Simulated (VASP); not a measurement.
Input of a VASP 6.6.1 run:

The input INCAR:

```
ALGO = Normal
EDIFF = 1E-6
ENCUT = 600
GGA = PE
GGA_COMPAT = False
ISIF = 2
ISMEAR = 0
LASPH = True
LCHARG = False
LREAL = False
LWAVE = False
NBANDS = 11
NELM = 120
PREC = Accurate
SIGMA = 0.01
```

Contents of KPOINTS:

```
k-points
0
Gamma
  3 3 3
```

POSCAR

```
C
1.0
    0.0000000000      1.7835000000      1.7835000000
    1.7835000000      0.0000000000      1.7835000000
    1.7835000000      1.7835000000      0.0000000000
C
2
Direct
    0.0000000000      0.0000000000      0.0000000000
    0.2303756658      0.2696243342      0.2696243342
```

Potentials or basis: VASP PAW PBE potentials, release 64 (C).

Launch:

```sh
$ cat potpaw_PBE.64/C/POTCAR > POTCAR
$ mpirun -np 1 vasp_std > vasp.out
```

**Question.** What does it give for the largest force?

**Answer.** 2.962 eV/Å.

**Question.** What does it give for the band gap on the k mesh?

**Answer.** 2.94 eV, indirect (least direct gap 3.57 eV).

**Question.** Predict the pressure.

**Answer.** 8.8 GPa.

Stress tensor (GPa, compression positive):
```
 7.67  0.00  0.00
 0.00  9.32 -4.58
 0.00 -4.58  9.32
```

Caveat: the k points lie up to 1.02 Å⁻¹ apart; forces of over 1 eV/Å act on the atoms, so gaps and moduli don't describe the material at rest. A k mesh can miss the band edges.
